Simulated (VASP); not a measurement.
Wanted: the native input for a VASP 6.6.1 run.

| Item | Value |
| --- | --- |
| Task | single point |
| Functional | PBE |
| Potentials or basis | VASP PAW PBE potentials, release 64 (C) |
| Cutoff | 520 eV |
| k mesh | 12 × 12 × 4 |
| Occupations | gaussian, width 0.02 eV |
| Spin | no spin polarisation |
| Dipole correction | no |
| Further INCAR settings | ALGO = Normal; EDIFF = 1e-06; NBANDS = 26 |

The structure of C lies in POSCAR:

```
C
1.0
    2.5180642186      0.0000000000      0.0000000000
   -1.2590321093      2.1807075817      0.0000000000
    0.0000000000      0.0000000000      8.3046919353
C
8
Direct
    0.0000000000      0.0000000000      0.0929732494
    0.0000000000      0.0000000000      0.5929732494
    0.0000000000      0.0000000000      0.4070267506
    0.0000000000      0.0000000000      0.9070267506
    0.3333333333      0.6666666667      0.1555299995
    0.6666666667      0.3333333333      0.6555299995
    0.3333333333      0.6666666667      0.3444700005
    0.6666666667      0.3333333333      0.8444700005
```

The input as run:

INCAR

```
PREC = Accurate
ENCUT = 520
EDIFF = 1E-6
ISMEAR = 0
SIGMA = 0.02
LREAL = F
LASPH = T
NELM = 100
ALGO = Normal
ISIF = 2
LWAVE = F
LCHARG = F
GGA = PE
NBANDS = 26
```

KPOINTS

```
regular mesh
0
Gamma
  12 12 4
```

Potentials or basis: VASP PAW PBE potentials, release 64 (C).

Launch:

```console
$ cat potpaw_PBE.64/C/POTCAR > POTCAR
$ mpirun -np 1 vasp_std > vasp.out
```

Results of the run:

```
Pressure               : 0.6 GPa
Largest force          : 0.004 eV/Å
Band gap on the k mesh : 4.53 eV, indirect (least direct gap 5.29 eV)
```

It took 45 s on 1 thread of Intel(R) Xeon(R) Platinum 8259CL CPU @ 2.50GHz (Skylake/Cascade Lake), with other jobs on the host, peak memory 0.18 GiB.
